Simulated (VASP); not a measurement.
**InP: G0W0 quasiparticle levels with LDA**

The system is InP.

```xyz
2
Lattice="0.0000 2.9538 2.9538 2.9538 0.0000 2.9538 2.9538 2.9538 0.0000" Properties=species:S:1:pos:R:3 pbc="T T T"
In    0.0000    0.0000    0.0000
P     1.4769    1.4769    1.4769
```

```json
{
 "Program": "VASP 6.6.1",
 "Task": "G0W0 quasiparticle levels",
 "Functional": "LDA",
 "Potentials or basis": "VASP PAW LDA potentials, release 64 (In_d_GW, P_GW)",
 "Cutoff": "500 eV",
 "k mesh": "4 × 4 × 4",
 "Occupations": "gaussian, width 0.01 eV",
 "Spin": "no spin polarisation",
 "Dipole correction": "no",
 "GW scheme": "G0W0",
 "GW iterations": "1",
 "Cutoff of the response function": "140",
 "Frequency points": "96",
 "Empty bands": "193",
 "Further INCAR settings": "ALGO = EVGW0; EDIFF = 1e-08; NBANDS = 202"
}
```

* Quasiparticle gap: 0.99 eV
* Least direct quasiparticle gap: 0.99 eV
* Band gap of the starting levels on the mesh: 0.36 eV
* Least direct gap of the starting levels on the mesh: 0.36 eV

Wall time 4 min on 1 thread of Intel(R) Xeon(R) 6975P-C (Granite Rapids), on a shared host, peak memory 0.6 GiB.

Caveat: the k points lie up to 0.46 Å⁻¹ apart; bands, screening cutoff and mesh are small and nothing is extrapolated, so the quasiparticle values aren't converged; spin-orbit coupling is left out, which moves the levels of the heavy elements.
